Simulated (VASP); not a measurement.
# Si2W (I4/mmm) in VASP: a series of runs

Si2W is run at these levels: PBEsol; tasks: single point, relaxation of cell and atoms.

All numbers are computed with VASP 6.6.1; they aren't measurements. Logs are shortened: lines on timing, memory, paths and dates and some standing lists are left out, and cuts for length are marked.

**1. The cell of the first run**

It takes space group I4/mmm (No. 139, tetragonal). The conventional cell has a = 3.202 Å, b = 3.202 Å, c = 7.816 Å, α = 90.00°, β = 90.00°, γ = 90.00°. Within 3.4 Å of Si (site symmetry 4mm) lie 9 Si at 2.59 to 3.20 Å and 5 W at 2.61 Å. W (site symmetry 4/mmm) has 10 Si at 2.61 Å and 4 W at 3.20 Å within 3.4 Å.

**2. Single point, PBEsol**

Input file INCAR:

```
SYSTEM = Si2W
  PREC = Accurate
  ENCUT = 520
  EDIFF = 1E-7
  ISMEAR = 0
  SIGMA = 0.1
  LREAL = .False.
  LASPH = .True.
  NELM = 60
  ALGO = Normal
  ISIF = 2
  LWAVE = .False.
  LCHARG = .False.
  GGA = PS
  NBANDS = 56
```

Input file KPOINTS:

```
regular mesh
0
Gamma
  8 8 4
  0 0 0
```

Input file POSCAR:

```
Si2W
1.0
    3.2024995622     -3.2024995622      0.0000000000
   -3.2024995622     -3.2024995622      0.0000000000
    0.0000000000      0.0000000000     -7.8157325289
Si W
8 4
Direct
    0.0000000000      0.5000000000      0.1655010550
    0.5000000000      0.5000000000      0.6655010550
    0.5000000000      1.0000000000      0.1655010550
    0.0000000000      1.0000000000      0.6655010550
    0.0000000000      0.0000000000      0.3344989450
    0.5000000000      0.0000000000      0.8344989450
    0.5000000000      0.5000000000      0.3344989450
    0.0000000000      0.5000000000      0.8344989450
    0.0000000000      0.0000000000      0.0000000000
    0.5000000000      0.0000000000      0.5000000000
    0.5000000000      0.5000000000      0.0000000000
    0.0000000000      0.5000000000      0.5000000000
```

Potentials or basis: VASP PAW PBE potentials, release 64 (Si, W_sv).

Launch:

```bash
$ cat potpaw_PBE.64/Si/POTCAR potpaw_PBE.64/W_sv/POTCAR > POTCAR
$ mpirun -np 1 vasp_std > vasp.out
```

OUTCAR:

```text
SYSTEM = Si2W
   PREC = Accurate
   ENCUT = 520
   EDIFF = 1E-7
   ISMEAR = 0
   LREAL = .False.
   LASPH = .True.
   NELM = 60
   ISIF = 2
   GGA = PS

 ion  position               nearest neighbor table
   1  0.000  0.500  0.166-   8 2.59   9 2.61  11 2.61   9 2.61  11 2.61  12 2.61   5 2.62   5 2.62
                             7 2.62   7 2.62
   2  0.500  0.500  0.666-   7 2.59  10 2.61  12 2.61  10 2.61  12 2.61  11 2.61   6 2.62   8 2.62
                             8 2.62   6 2.62
   3  0.500  0.000  0.166-   6 2.59   9 2.61  11 2.61  11 2.61   9 2.61  10 2.61   7 2.62   7 2.62
                             5 2.62   5 2.62
   4  0.000  0.000  0.666-   5 2.59  10 2.61  12 2.61  12 2.61  10 2.61   9 2.61   8 2.62   8 2.62
                             6 2.62   6 2.62
   5  0.000  0.000  0.334-   4 2.59  10 2.61  12 2.61  12 2.61  10 2.61   9 2.61   1 2.62   1 2.62
                             3 2.62   3 2.62
   6  0.500  0.000  0.834-   3 2.59   9 2.61  11 2.61  11 2.61   9 2.61  10 2.61   2 2.62   4 2.62
                             4 2.62   2 2.62
   7  0.500  0.500  0.334-   2 2.59  10 2.61  12 2.61  10 2.61  12 2.61  11 2.61   3 2.62   3 2.62
                             1 2.62   1 2.62
   8  0.000  0.500  0.834-   1 2.59   9 2.61  11 2.61   9 2.61  11 2.61  12 2.61   4 2.62   4 2.62
                             2 2.62   2 2.62
   9  0.000  0.000  0.000-   1 2.61   3 2.61   6 2.61   8 2.61   1 2.61   8 2.61   3 2.61   6 2.61
                             4 2.61   5 2.61  11 3.20  11 3.20  11 3.20  11 3.20
  10  0.500  0.000  0.500-   2 2.61   4 2.61   5 2.61   7 2.61   2 2.61   7 2.61   4 2.61   5 2.61
                             6 2.61   3 2.61  12 3.20  12 3.20  12 3.20  12 3.20
  11  0.500  0.500  0.000-   1 2.61   3 2.61   6 2.61   8 2.61   3 2.61   6 2.61   1 2.61   8 2.61
                             7 2.61   2 2.61   9 3.20   9 3.20   9 3.20   9 3.20
  12  0.000  0.500  0.500-   2 2.61   4 2.61   5 2.61   7 2.61   4 2.61   5 2.61   2 2.61   7 2.61
                             1 2.61   8 2.61  10 3.20  10 3.20  10 3.20  10 3.20

  LATTYP: Found a simple tetragonal cell.
 ALAT       =     4.5290183144
 C/A-ratio  =     1.7257012417

  Lattice vectors:

 A1 = (   3.2024995622,  -3.2024995622,   0.0000000000)
 A2 = (  -3.2024995622,  -3.2024995622,   0.0000000000)
 A3 = (   0.0000000000,   0.0000000000,  -7.8157325289)

Analysis of symmetry for initial positions (statically):
=====================================================================
 Subroutine PRICEL returns following result:

  LATTYP: Found a body centered tetragonal cell.
 ALAT       =     3.2024995622
 C/A-ratio  =     2.4405101007

  Lattice vectors:

 A1 = (   1.6012497811,   1.6012497811,   3.9078662644)
 A2 = (  -1.6012497811,  -1.6012497811,   3.9078662645)
 A3 = (   1.6012497811,  -1.6012497811,  -3.9078662644)

   4 primitive cells build up your supercell.

 Routine SETGRP: Setting up the symmetry group for a
 simple tetragonal supercell.

 Subroutine GETGRP returns: Found 16 space group operations
 (whereof 16 operations were pure point group operations)
 out of a pool of 16 trial point group operations.

The static configuration has the point symmetry D_4h.

Analysis of symmetry for dynamics (positions and initial velocities):
=====================================================================
 Subroutine PRICEL returns following result:

  LATTYP: Found a body centered tetragonal cell.
 ALAT       =     3.2024995622
 C/A-ratio  =     2.4405101007

  Lattice vectors:

 A1 = (   1.6012497811,   1.6012497811,   3.9078662644)
 A2 = (  -1.6012497811,  -1.6012497811,   3.9078662645)
 A3 = (   1.6012497811,  -1.6012497811,  -3.9078662644)

   4 primitive cells build up your supercell.

 Routine SETGRP: Setting up the symmetry group for a
 simple tetragonal supercell.

 Subroutine GETGRP returns: Found 16 space group operations
 (whereof 16 operations were pure point group operations)
 out of a pool of 16 trial point group operations.

The dynamic configuration has the point symmetry D_4h.

 Subroutine INISYM returns: Found 16 space group operations
 (whereof 16 operations are pure point group operations),
 and found     4 'primitive' translations

----------------------------------------------------------------------------------------

                                     Primitive cell

  volume of cell :      40.0791

  direct lattice vectors                    reciprocal lattice vectors
     1.601249781  1.601249781  3.907866264     0.312256093  0.000000000  0.127947060
    -1.601249781 -1.601249781  3.907866264     0.000000000 -0.312256093  0.127947060
     1.601249781 -1.601249781 -3.907866264     0.312256093 -0.312256093 -0.000000000

  length of vectors
     4.516571760  4.516571760  4.516571760     0.337452689  0.337452689  0.441596801

  position of ions in fractional coordinates (direct lattice)
     0.334498945  0.334498945  1.000000000
     0.665501055  0.665501055  1.000000000
     0.000000000  1.000000000  1.000000000

  ion indices of the primitive-cell ions
   primitive index   ion index
                 1           1
                 2           8
                 3          12

----------------------------------------------------------------------------------------

 KPOINTS: regular mesh

Automatic generation of k-mesh.
 Grid dimensions read from file:
 generate k-points for:    8    8    4

 Generating k-lattice:

  Cartesian coordinates                     Fractional coordinates (reciprocal lattice)
     0.019516006 -0.019516006  0.000000000     0.125000000  0.000000000  0.000000000
    -0.019516006 -0.019516006  0.000000000     0.000000000  0.125000000  0.000000000
     0.000000000  0.000000000 -0.031986765     0.000000000  0.000000000  0.250000000

  Length of vectors
     0.027599800  0.027599800  0.031986765

  Shift w.r.t. Gamma in fractional coordinates (k-lattice)
     0.000000000  0.000000000  0.000000000

 Subroutine IBZKPT returns following result:
 ===========================================

 Found     45 irreducible k-points:

 Following reciprocal coordinates:
            Coordinates               Weight
  0.000000  0.000000  0.000000      1.000000
  0.125000  0.000000  0.000000      4.000000
  0.250000  0.000000  0.000000      4.000000
  0.375000  0.000000  0.000000      4.000000
  0.500000  0.000000  0.000000      2.000000
  0.125000  0.125000  0.000000      4.000000
[... 16 lines left out ...]
  0.375000  0.125000  0.250000     16.000000
  0.500000  0.125000  0.250000      8.000000
 [... further k-points ...]
   k-points           NKPTS =     45   k-points in BZ     NKDIM =     45   number of bands    NBANDS=     56
   number of dos      NEDOS =    301   number of ions     NIONS =     12
   total plane-waves  NPLWV =  77760
   dimension x,y,z NGX =    36 NGY =   36 NGZ =   60
   dimension x,y,z NGXF=    72 NGYF=   72 NGZF=  120
   ions per type =               8   4
   NGX,Y,Z   is equivalent  to a cutoff of  13.21, 13.21, 12.76 a.u.
   NGXF,Y,Z  is equivalent  to a cutoff of  26.43, 26.43, 25.52 a.u.
 SYSTEM =  Si2W
   PREC   = accura    normal or accurate (medium, high low for compatibility)
   ISTART =      0    job   : 0-new  1-cont  2-samecut
   ICHARG =      2    charge: 1-file 2-atom 10-const
   ISPIN  =      1    spin polarized calculation?
   LNONCOLLINEAR =      F non collinear calculations
   LSORBIT =      F    spin-orbit coupling
   LASPH  =      T    aspherical Exc in radial PAW
   ENCUT  =  520.0 eV  38.22 Ry    6.18 a.u.   8.42  8.42 14.53*2*pi/ulx,y,z
   NELM   =     60;   NELMIN=  2; NELMDL= -5     # of ELM steps
   EDIFF  = 0.1E-06   stopping-criterion for ELM
   LREAL  =      F    real-space projection
   EDIFFG = 0.1E-05   stopping-criterion for IOM
   NSW    =      0    number of steps for IOM
   IBRION =     -1    ionic relax: 0-MD 1-quasi-New 2-CG
   NFREE  =      0    steps in history (QN), initial steepest desc. (CG)
   ISIF   =      2    stress and relaxation
   ISYM   =      2    0-nonsym 1-usesym 2-fastsym
   POTIM  = 0.5000    time-step for ionic-motion
   TEBEG  =    0.0;   TEEND  =   0.0 temperature during run
   PSTRESS=    0.0 pullay stress
   NELECT =      88.0000    total number of electrons
   NUPDOWN=      -1.0000    fix difference up-down
   EMIN   =  10.00;   EMAX   =-10.00  energy-range for DOS
   EFERMI =   0.00;   METHOD = LEGACY
   ISMEAR =     0;   SIGMA  =   0.10  broadening in eV -4-tet -1-fermi 0-gaus
   EFERMI_NEDOS =   21; number of points for ismear=-14 and -15
   IALGO  =     38    algorithm
   IMIX   =      4    mixing-type and parameters
     AMIX     =   0.40;   BMIX     =  1.00
     AMIX_MAG =   1.60;   BMIX_MAG =  1.00
  volume/ion in A,a.u.               =      13.36        90.16
  Fermi-wavevector in a.u.,A,eV,Ry     =   1.340427  2.533039 24.446187  1.796744
  Thomas-Fermi vector in A             =   2.468741
   LORBIT       =      0    0 simple, 1 ext, 2 COOP (PROOUT), +10 PAW based schemes
   GGA     = PS    functional components
   LHFCALC =     F    Hartree Fock is set to
   AEXX    =    0.0000 exact exchange contribution
   IVDW    =     0    specifies the selected vdW correction
   LEPSILON=     F    determine dielectric tensor
   LRPA    =     F    only Hartree local field effects (RPA)
 non-spin polarized calculation
 Gauss-broadening in eV      SIGMA  =   0.10
  energy-cutoff  :      520.00
  volume of cell :      160.32
 maximum number of plane-waves:      4345
 NGX is ok and might be reduce to    36
   NGX = 17   NGY = 17   NGZ = 29

 number of electron      87.9999999 magnetization

 Free energy of the ion-electron system (eV)
  ---------------------------------------------------
  ext. energy  EPLUGINS =         0.00000000
  ---------------------------------------------------
  free energy    TOTEN  =      -106.56237491 eV

  energy without entropy =     -106.55642779  energy(sigma->0) =     -106.55940135

 E-fermi :  11.9632     XC(G=0): -12.6486

 val. band max:       11.8962570245   @ k =   0.1250   0.0000   0.2500
 cond. band min:      11.9776483400   @ k =   0.1250   0.0000   0.0000
 fundamental gap:      0.0813913155
 Fermi energy:        11.9631610933

 k-point     1 :       0.0000    0.0000    0.0000
  band No.  band energies     occupation
      1     -61.7975      2.00000
      2     -61.7974      2.00000
      3     -61.7816      2.00000
      4     -61.7816      2.00000
      5     -26.2395      2.00000
      6     -26.2395      2.00000
[... 48 lines left out ...]
     55      15.1506      0.00000
     56      15.1506      0.00000

 k-point     2 :       0.1250    0.0000    0.0000
  band No.  band energies     occupation
      1     -61.7969      2.00000
      2     -61.7968      2.00000
      3     -61.7822      2.00000
      4     -61.7822      2.00000
      5     -26.2331      2.00000
      6     -26.2322      2.00000
[... 48 lines left out ...]
     55      15.2445      0.00000
     56      15.2526      0.00000

 k-point     3 :       0.2500    0.0000    0.0000
  band No.  band energies     occupation
      1     -61.7952      2.00000
      2     -61.7951      2.00000
      3     -61.7839      2.00000
      4     -61.7839      2.00000
      5     -26.2142      2.00000
      6     -26.2120      2.00000
[... 1172 lines left out ...]
 k-point    23 :       0.3750    0.1250    0.2500
  band No.  band energies     occupation
      1     -61.7923      2.00000
      2     -61.7923      2.00000
      3     -61.7867      2.00000
      4     -61.7867      2.00000
      5     -26.2227      2.00000
      6     -26.2226      2.00000
[... 48 lines left out ...]
     55      15.9010      0.00000
     56      15.9812      0.00000

 k-point    24 :       0.5000    0.1250    0.2500
  band No.  band energies     occupation
      1     -61.7895      2.00000
      2     -61.7895      2.00000
      3     -61.7895      2.00000
      4     -61.7895      2.00000
      5     -26.1929      2.00000
      6     -26.1929      2.00000
[... 48 lines left out ...]
     55      15.9720      0.00000
     56      15.9721      0.00000

 [... further k-points ...]

------------------------ aborting loop because EDIFF is reached ----------------------------------------

  FORCE on cell =-STRESS in cart. coord.  units (eV):
  Direction    XX          YY          ZZ          XY          YZ          ZX
  --------------------------------------------------------------------------------------
  -------------------------------------------------------------------------------------
  Total        0.3248708      0.3248708      0.3692333      0.0000000      0.0000000     -0.0000000
  in kB        3.2467092      3.2467092      3.6900619      0.0000000      0.0000000     -0.0000000
  external PRESSURE =       3.3944935 kB  Pullay stress =       0.0000000 kB

 VOLUME and BASIS-vectors are now :
 -----------------------------------------------------------------------------
  energy-cutoff  :      520.00
  volume of cell :      160.32
      direct lattice vectors                 reciprocal lattice vectors
     3.202499562 -3.202499562  0.000000000     0.156128046 -0.156128046  0.000000000
    -3.202499562 -3.202499562  0.000000000    -0.156128046 -0.156128046  0.000000000
     0.000000000  0.000000000 -7.815732529     0.000000000  0.000000000 -0.127947060

 POSITION                                       TOTAL-FORCE (eV/Angst)
 -----------------------------------------------------------------------------------
     -1.60125     -1.60125     -1.29351         0.000000     -0.000000     -0.015334
      0.00000     -3.20250     -5.20138         0.000000      0.000000     -0.015334
      1.60125     -1.60125     -1.29351         0.000000     -0.000000     -0.015334
      0.00000      0.00000     -5.20138        -0.000000     -0.000000     -0.015334
      0.00000      0.00000     -2.61435        -0.000000     -0.000000      0.015334
      1.60125     -1.60125     -6.52222        -0.000000      0.000000      0.015334
      0.00000     -3.20250     -2.61435        -0.000000      0.000000      0.015334
     -1.60125     -1.60125     -6.52222        -0.000000      0.000000      0.015334
      0.00000      0.00000      0.00000         0.000000      0.000000     -0.000000
      1.60125     -1.60125     -3.90787         0.000000      0.000000     -0.000000
      0.00000     -3.20250      0.00000        -0.000000      0.000000     -0.000000
     -1.60125     -1.60125     -3.90787        -0.000000     -0.000000      0.000000
 -----------------------------------------------------------------------------------
    total drift:                               -0.000000     -0.000000     -0.000000

  FREE ENERGIE OF THE ION-ELECTRON SYSTEM (eV)
  ---------------------------------------------------
  free  energy   TOTEN  =      -106.5623749078 eV

  energy  without entropy=     -106.5564277854  energy(sigma->0) =     -106.55940135
```

Wall time 6.7 min (1 thread of Intel Xeon Platinum 8259CL at 2.50GHz (Skylake/Cascade Lake), shared host); peak memory 0.44 GiB.

What came out:

```yaml
Free_energy: -106.5624 eV
Pressure: 0.3 GPa
Largest_force: 0.015 eV/Å
Band_gap_on_the_k_mesh: zero (bands 44 and 45 overlap by 0.89 eV)
```

Forces on the atoms (eV/Å):
```
Si   0.000  0.000 -0.015
Si   0.000  0.000 -0.015
Si   0.000  0.000 -0.015
Si   0.000  0.000 -0.015
Si   0.000  0.000  0.015
Si   0.000  0.000  0.015
Si   0.000  0.000  0.015
Si   0.000  0.000  0.015
W    0.000  0.000  0.000
W    0.000  0.000  0.000
W    0.000  0.000  0.000
W    0.000  0.000  0.000
```

Levels at points of the mesh, in eV from the Fermi level:
```tsv
k point	band 41	band 42	band 43	band 44	band 45	band 46	band 47	band 48
(0.00, 0.00, 0.00)	-0.80	-0.80	-0.49	-0.49	0.65	0.83	2.85	2.86
(0.50, 0.00, 0.00)	-1.95	-1.95	-0.87	-0.87	0.36	0.36	2.03	2.03
(0.50, 0.50, 0.00)	-0.68	-0.68	-0.68	-0.68	2.15	2.15	2.15	2.15
(0.00, 0.00, 0.50)	-2.26	-2.26	0.12	0.12	0.74	0.74	1.62	1.62
(0.50, 0.00, 0.50)	-2.42	-2.42	-2.42	-2.42	1.79	1.79	1.79	1.79
(0.50, 0.50, 0.50)	-0.42	-0.42	-0.42	-0.42	2.76	2.76	2.76	2.76
```

Caveat: the PAW data sets were made with another functional, which shifts forces and pressure a little; spin-orbit coupling is left out, which moves the levels of the heavy elements.

(Part 1 of 2 ends here.)
